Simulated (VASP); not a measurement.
# Zn11CuS12 (a cell with a defect) in VASP: electric field gradients with PBE+U

Aim: the electric field gradients of Zn11CuS12 (a cell with a defect) with PBE+U.

Everything below comes from runs of VASP 6.6.1. Logs are shortened: lines on timing, memory, paths and dates and some standing lists are left out, and cuts for length are marked.

### Step 1. The cell of the first run

The cell holds a defect, 24 atoms: a = 6.621 Å, b = 6.621 Å, c = 12.520 Å, α = 90.00°, β = 90.00°, γ = 120.00°.

### Step 2. Electric field gradients, PBE+U

Input file INCAR:

```
SYSTEM = Zn11CuS12
PREC     = Accurate       ! precision mode
ENCUT    = 520            ! plane-wave cutoff, eV
EDIFF    = 1E-8           ! SCF threshold, eV
ISMEAR   = -1             ! smearing method
SIGMA    = 0.01           ! smearing width, eV
LREAL    = Auto         
LASPH    = .True.         ! aspherical terms in the spheres
NELM     = 150            ! most SCF steps
ALGO     = Normal         ! electronic algorithm
ISIF     = 2              ! what is computed and relaxed
LWAVE    = .False.        ! write WAVECAR
LCHARG   = .False.        ! write CHGCAR
LMAXMIX  = 4              ! l up to which the mixer works
LDAU     = .True.         ! DFT+U
LDAUTYPE = 2            
LDAUL    = -1 2 -1        ! shell
LDAUU    = 0 8 0          ! U, eV
LDAUJ    = 0 0 0        
LDAUPRINT= 1            
GGA      = PE             ! functional
LEFG     = .True.       
NBANDS   = 126            ! bands
KPAR     = 4
```

Input file KPOINTS:

```
Automatic mesh
0
Gamma
  3 3 2
  0 0 0
```

Input file POSCAR:

```
Zn11CuS12
1.0
    5.7340500000      3.3105553110      0.0000000000
   -5.7340500000      3.3105553110      0.0000000000
    0.0000000000      0.0000000000     12.5200000000
Zn Cu S
11 1 12
Direct
    0.0000000000      0.0000000000      0.0000000000
    0.3333333333      0.6666666667      0.0000000000
    0.6666666667      0.3333333333      0.0000000000
    0.0000000000      0.0000000000      0.5000000000
    0.3333333333      0.6666666667      0.5000000000
    0.6666666667      0.3333333333      0.5000000000
    0.6666666667      0.0000000000      0.2500000000
    0.0000000000      0.6666666667      0.2500000000
    0.3333333333      1.0000000000      0.7500000000
    0.6666666667      0.6666666666      0.7500000000
    0.0000000000      0.3333333333      0.7500000000
    0.3333333333      0.3333333334      0.2500000000
    0.0000000000      0.0000000000      0.1875000000
    0.3333333333      0.6666666667      0.1875000000
    0.6666666667      0.3333333333      0.1875000000
    0.0000000000      0.0000000000      0.6875000000
    0.3333333333      0.6666666667      0.6875000000
    0.6666666667      0.3333333333      0.6875000000
    0.3333333333      0.3333333334      0.4375000000
    0.6666666667      0.0000000000      0.4375000000
    0.0000000000      0.6666666667      0.4375000000
    0.3333333333      1.0000000000      0.9375000000
    0.6666666667      0.6666666666      0.9375000000
    0.0000000000      0.3333333333      0.9375000000
```

Potentials or basis: VASP PAW PBE potentials, release 64 (Zn, Cu, S).

Started as:

```console
cat potpaw_PBE.64/Zn/POTCAR potpaw_PBE.64/Cu/POTCAR potpaw_PBE.64/S/POTCAR > POTCAR
mpirun -np 4 vasp_std > vasp.out
```

OUTCAR:

```text
SYSTEM = Zn11CuS12
   PREC = Accurate
   ENCUT = 520
   EDIFF = 1E-8
   ISMEAR = -1
   LREAL = Auto
   LASPH = .True.
   NELM = 150
   ISIF = 2
   GGA = PE

 ion  position               nearest neighbor table
   1  0.000  0.000  0.000-  22 2.34  24 2.34  23 2.34  13 2.35
   2  0.333  0.667  0.000-  22 2.34  24 2.34  23 2.34  14 2.35
   3  0.667  0.333  0.000-  24 2.34  23 2.34  22 2.34  15 2.35
   4  0.000  0.000  0.500-  20 2.34  21 2.34  19 2.34  16 2.35
   5  0.333  0.667  0.500-  21 2.34  19 2.34  20 2.34  17 2.35
   6  0.667  0.333  0.500-  20 2.34  21 2.34  19 2.34  18 2.35
[... 16 lines left out ...]
  23  0.667  0.667  0.938-   3 2.34   1 2.34   2 2.34  10 2.35
  24  0.000  0.333  0.938-   1 2.34   3 2.34   2 2.34  11 2.35

  LATTYP: Found a hexagonal cell.
 ALAT       =     6.6211106221
 C/A-ratio  =     1.8909214352

  Lattice vectors:

 A1 = (   5.7340500000,   3.3105553110,   0.0000000000)
 A2 = (  -5.7340500000,   3.3105553110,   0.0000000000)
 A3 = (   0.0000000000,   0.0000000000,  12.5200000000)

Analysis of symmetry for initial positions (statically):
=====================================================================
 Subroutine PRICEL returns:
 Original cell was already a primitive cell.

 Routine SETGRP: Setting up the symmetry group for a
 hexagonal supercell.

 Subroutine GETGRP returns: Found  6 space group operations
 (whereof  2 operations were pure point group operations)
 out of a pool of 24 trial point group operations.

The static configuration has the point symmetry C_1h.
 The point group associated with its full space group is C_3v.

Analysis of symmetry for dynamics (positions and initial velocities):
=====================================================================
 Subroutine PRICEL returns:
 Original cell was already a primitive cell.

 Routine SETGRP: Setting up the symmetry group for a
 hexagonal supercell.

 Subroutine GETGRP returns: Found  6 space group operations
 (whereof  2 operations were pure point group operations)
 out of a pool of 24 trial point group operations.

The dynamic configuration has the point symmetry C_1h.
 The point group associated with its full space group is C_3v.

[... 949 lines left out ...]

  FORCE on cell =-STRESS in cart. coord.  units (eV):
  Direction    XX          YY          ZZ          XY          YZ          ZX
  --------------------------------------------------------------------------------------
  -------------------------------------------------------------------------------------
  Total        2.1883439      2.1883439      2.3209569      0.0000000      0.0000000      0.0000000
  in kB        7.3761459      7.3761459      7.8231383      0.0000000      0.0000000      0.0000000
  external PRESSURE =       7.5251433 kB  Pullay stress =       0.0000000 kB

 VOLUME and BASIS-vectors are now :
 -----------------------------------------------------------------------------
  energy-cutoff  :      520.00
  volume of cell :      475.33
      direct lattice vectors                 reciprocal lattice vectors
     5.734050000  3.310555311  0.000000000     0.087198403  0.151032064  0.000000000
    -5.734050000  3.310555311  0.000000000    -0.087198403  0.151032064  0.000000000
     0.000000000  0.000000000 12.520000000     0.000000000  0.000000000  0.079872204

 POSITION                                       TOTAL-FORCE (eV/Angst)
 -----------------------------------------------------------------------------------
      0.00000      0.00000      0.00000         0.000000     -0.004779      0.198596
     -1.91135      3.31056      0.00000        -0.004138      0.002389      0.198596
      1.91135      3.31056      0.00000         0.004138      0.002389      0.198596
      0.00000      0.00000      6.26000         0.000000      0.160991     -0.097106
     -1.91135      3.31056      6.26000         0.139422     -0.080496     -0.097106
      1.91135      3.31056      6.26000        -0.139422     -0.080496     -0.097106
[... 16 lines left out ...]
      0.00000      4.41407     11.73750         0.000000     -0.020369     -0.035916
     -1.91135      1.10352     11.73750         0.017640      0.010185     -0.035916
 -----------------------------------------------------------------------------------
    total drift:                               -0.000004      0.000008      0.001028

  FREE ENERGIE OF THE ION-ELECTRON SYSTEM (eV)
  ---------------------------------------------------
  free  energy   TOTEN  =       -80.6106677921 eV

  energy  without entropy=      -80.6063331917  energy(sigma->0) =      -80.60850049

 Electric field gradients (V/A^2)
---------------------------------------------------------------------
 ion       V_xx      V_yy      V_zz      V_xy      V_xz      V_yz
---------------------------------------------------------------------
   1       0.763    -0.139    -0.624    -0.000     0.000     1.000
   2       0.093     0.539    -0.632     0.384     0.866    -0.500
   3       0.093     0.539    -0.632    -0.384    -0.866    -0.500
   4      -0.297    -5.734     6.031     0.000     0.000     0.134
   5      -4.369    -1.655     6.024     2.347     0.116    -0.067
   6      -4.369    -1.655     6.024    -2.347    -0.116    -0.067
[... 16 lines left out ...]
  23      -3.542    -3.752     7.294     0.000    -0.000     0.861
  24      -3.700    -3.594     7.294    -0.091    -0.745    -0.431
---------------------------------------------------------------------

 Electric field gradients after diagonalization (V/A^2)
 (convention: |V_zz| > |V_xx| > |V_yy|)
----------------------------------------------------------------------
 ion       V_xx      V_yy      V_zz     asymmetry (V_yy - V_xx)/ V_zz
----------------------------------------------------------------------
   1       0.763     0.647    -1.411       0.082
   2       0.760     0.652    -1.411       0.077
   3       0.760     0.652    -1.411       0.077
   4      -5.735    -0.297     6.033       0.901
   5      -5.724    -0.301     6.026       0.900
   6      -5.724    -0.301     6.026       0.900
[... 16 lines left out ...]
  23      -3.819    -3.542     7.361       0.038
  24      -3.819    -3.542     7.361       0.038
----------------------------------------------------------------------

           NMR quadrupolar parameters

 Cq : quadrupolar parameter    Cq=e*Q*V_zz/h
 eta: asymmetry parameters     (V_yy - V_xx)/ V_zz
 Q  : nuclear electric quadrupole moment in mb (millibarn)
----------------------------------------------------------------------
 ion       Cq(MHz)       eta       Q (mb)
----------------------------------------------------------------------
   1      -0.003       0.082       1.000
   2      -0.003       0.077       1.000
   3      -0.003       0.077       1.000
   4       0.015       0.901       1.000
   5       0.015       0.900       1.000
   6       0.015       0.900       1.000
[... 16 lines left out ...]
  23       0.018       0.038       1.000
  24       0.018       0.038       1.000
----------------------------------------------------------------------
```

Wall time 5.7 min (4 MPI ranks of Intel Xeon Platinum 8375C at 2.90GHz (Ice Lake), shared host); peak memory 0.67 GiB.

Results:

```
Free energy                             : -80.6107 eV
Pressure                                : 0.8 GPa
Largest force                           : 0.229 eV/Å
Band gap on the k mesh                  : zero (an odd number of electrons rules out a gap without spin polarisation)
Largest electric field gradient by atom : Zn -1.4, +6.0, -1.7, +1.7 (each value once); Cu -8.7; S -18.8, +6.3, -14.2, +4.1, +7.4 (each value once) V/Å²
```

Forces on the atoms (eV/Å):
```
Zn   0.000 -0.005  0.199
Zn  -0.004  0.002  0.199
Zn   0.004  0.002  0.199
Zn   0.000  0.161 -0.097
Zn   0.139 -0.080 -0.097
Zn  -0.139 -0.080 -0.097
Zn   0.000  0.000 -0.139
Zn   0.000  0.000 -0.139
Zn  -0.001  0.001 -0.006
Zn   0.000 -0.001 -0.006
Zn   0.001  0.001 -0.006
Cu   0.000  0.000 -0.070
S    0.000  0.227  0.028
S    0.197 -0.114  0.028
S   -0.197 -0.114  0.028
S    0.000 -0.018  0.028
S   -0.016  0.009  0.028
S    0.016  0.009  0.028
S    0.000  0.000 -0.097
S    0.000  0.000  0.050
S    0.000  0.000  0.050
S   -0.018  0.010 -0.036
S    0.000 -0.020 -0.036
S    0.018  0.010 -0.036
```

Levels at points of the mesh, in eV from the Fermi level:
| k point | band 105 | band 106 | band 107 | band 108 | band 109 | band 110 |
| --- | --- | --- | --- | --- | --- | --- |
| (0.00, 0.00, 0.00) | -0.21 | 0.21 | 0.35 | 0.35 | 2.29 | 3.26 |
| (0.00, 0.00, 0.50) | -0.10 | -0.10 | 0.32 | 0.32 | 3.04 | 3.15 |

Electric field gradients, principal values (V/Å²):
```csv
atom,least,middle,greatest (by size)
1 Zn,0.647,0.763,-1.411
2 Zn,0.652,0.760,-1.411
3 Zn,0.652,0.760,-1.411
4 Zn,-0.297,-5.735,6.033
5 Zn,-0.301,-5.724,6.026
6 Zn,-0.301,-5.724,6.026
7 Zn,0.842,0.850,-1.692
8 Zn,0.842,0.850,-1.692
9 Zn,-0.673,-1.041,1.714
10 Zn,-0.674,-1.037,1.710
11 Zn,-0.673,-1.041,1.714
12 Cu,4.330,4.336,-8.666
13 S,3.956,14.853,-18.809
14 S,3.956,14.853,-18.810
15 S,3.956,14.853,-18.810
16 S,-3.041,-3.212,6.254
17 S,-3.040,-3.214,6.254
18 S,-3.040,-3.214,6.254
19 S,7.121,7.121,-14.242
20 S,-2.048,-2.050,4.098
21 S,-2.048,-2.050,4.098
22 S,-3.542,-3.819,7.361
23 S,-3.542,-3.819,7.361
24 S,-3.542,-3.819,7.361
```

Eigenvalues of the final occupation matrices:
```tsv
site	spin	trace	eigenvalues
site 12 d	1	4.75	0.94 0.94 0.95 0.96 0.96
site 12 d	2	4.75	0.94 0.94 0.95 0.96 0.96
```

Caveat: the k points lie up to 0.37 Å⁻¹ apart, too coarse for converged energies and pressures of a metal; without QUAD_EFG the Cq values of the log hold for a quadrupole moment of 1 mb, not for the nuclei; U without spin polarisation on a metal has little footing.
